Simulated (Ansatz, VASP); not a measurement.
## Al2Cu in VASP and in Ansatz

Contents of INCAR:

```
PREC = Accurate ; ENCUT = 520
EDIFF = 1E-6 ; ISMEAR = -1
SIGMA = 0.05 ; LREAL = False
LASPH = True ; NELM = 80
ALGO = Fast ; ISIF = 2
LWAVE = False ; LCHARG = False
GGA = CA ; NBANDS = 26
```

The input KPOINTS:

```
Automatic mesh
0
Gamma
  7 7 7
```

The input POSCAR:

```
Al2Cu
1.0
   -3.0131403261      3.0131403261      2.4221337351
    3.0131403261     -3.0131403261      2.4221337351
    3.0131403261      3.0131403261     -2.4221337351
Cu Al
2 4
Direct
    0.2500000000      0.2500000000      0.0000000000
    0.7500000000      0.7500000000      0.0000000000
    0.3419000000      0.1581000000      0.5000000000
    0.8419000000      0.3419000000      0.1838000000
    0.6581000000      0.8419000000      0.5000000000
    0.1581000000      0.6581000000      0.8162000000
```

The input input.yaml:

```yaml
crystal:
  lattice:
    - [-3.0131403261, 3.0131403261, 2.4221337351]
    - [3.0131403261, -3.0131403261, 2.4221337351]
    - [3.0131403261, 3.0131403261, -2.4221337351]
  atoms:
    - { symbol: Cu, position: [0.25, 0.25, 0.0] }
    - { symbol: Cu, position: [0.75, 0.75, 0.0] }
    - { symbol: Al, position: [0.3419, 0.1581, 0.5] }
    - { symbol: Al, position: [0.8419, 0.3419, 0.1838] }
    - { symbol: Al, position: [0.6581, 0.8419, 0.5] }
    - { symbol: Al, position: [0.1581, 0.6581, 0.8162] }
hamiltonian:
  xc: lda
  pseudopotentials: { kind: paw }
kpoints:
  mp_grid: { grid: [7, 7, 7] }
scf:
  occupations: { method: fermi_dirac, width: 0.05 }
output:
  forces: true
  stress: true
  eigenvalues: true
  write_density: true
  write_potential: true
  elf: true
  volumetric_format: npy
```

Alike in both runs: task single point; functional LDA; k mesh 7 × 7 × 7; occupations fermi-dirac, width 0.05 eV; no spin polarisation.

|  | VASP | Ansatz |
| --- | --- | --- |
| version | VASP 6.6.1 | Ansatz 0.2.0 |
| potentials or method | VASP PAW LDA potentials, release 64 (Cu, Al) | Ansatz PAW |
| plane-wave cutoff (eV) | 520 | 420 |
| valence electrons in the cell | 34 | 50 |

VASP gave:

| Item | Value |
| --- | --- |
| gap on the k mesh at the Fermi level (eV) | none |
| pressure (GPa) | -4.1 |
| traceless stress, the component that is largest in VASP (GPa) | 0.17 |
| rms of the force components (eV/Å) | 0.041 |

Problem. Estimate Ansatz's values.

Solution. gap on the k mesh at the Fermi level (eV): none; pressure (GPa): -4.5; traceless stress, the component that is largest in VASP (GPa): 0.17; rms of the force components (eV/Å): 0.043.

LDA's correlation is that of Perdew and Zunger in VASP and of Perdew and Wang (1992) in Ansatz. Atom by atom the forces differ by 0.002 eV/Å (rms over components). A gap of «none» marks a metal or a gap that the smearing closes. VASP's potentials hold 34 valence electrons a cell and Ansatz's 50, so a difference there can come from the potentials and not from the codes.
